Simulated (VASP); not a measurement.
Na:

```
Na
1.0
    -2.14100    2.14100    2.14100
     2.14100   -2.14100    2.14100
     2.14100    2.14100   -2.14100
Na
1
Direct
  0.00000 0.00000 0.00000
```

* Program: VASP 6.6.1
* Task: relaxation of cell and atoms
* Functional: LDA
* Potentials or basis: VASP PAW LDA potentials, release 64 (Na_pv)
* Cutoff: 600 eV
* k mesh: 7 × 7 × 7
* Occupations: methfessel-paxton, width 0.02 eV
* Spin: no spin polarisation

At the start: pressure -1.1 GPa; volume 39.26 Å³/atom.

Question: How do energy, volume and symmetry change on relaxing?

Answer: Over 3 steps the energy falls by 24.4 meV/atom and the volume is 33.31 Å³/atom (-15.2 %); space group Im-3m (No. 229, to 0.1 Å) before and after.

The path:
```
step  energy change (eV)  largest force (eV/Å)  pressure (GPa)  volume (Å³)
   1              0.0000                0.0000           -1.13        39.26
   2             -0.0100                0.0000           -0.95        37.71
   3             -0.0244                0.0000           -0.03        33.31
```

Final structure:
```
Na
1.0
    -2.02690    2.02690    2.02690
     2.02690   -2.02690    2.02690
     2.02690    2.02690   -2.02690
Na
1
Direct
  0.00000 0.00000 0.00000
```

Caveat: the volume moved by over 15 % at a fixed basis, so the end points are rough.
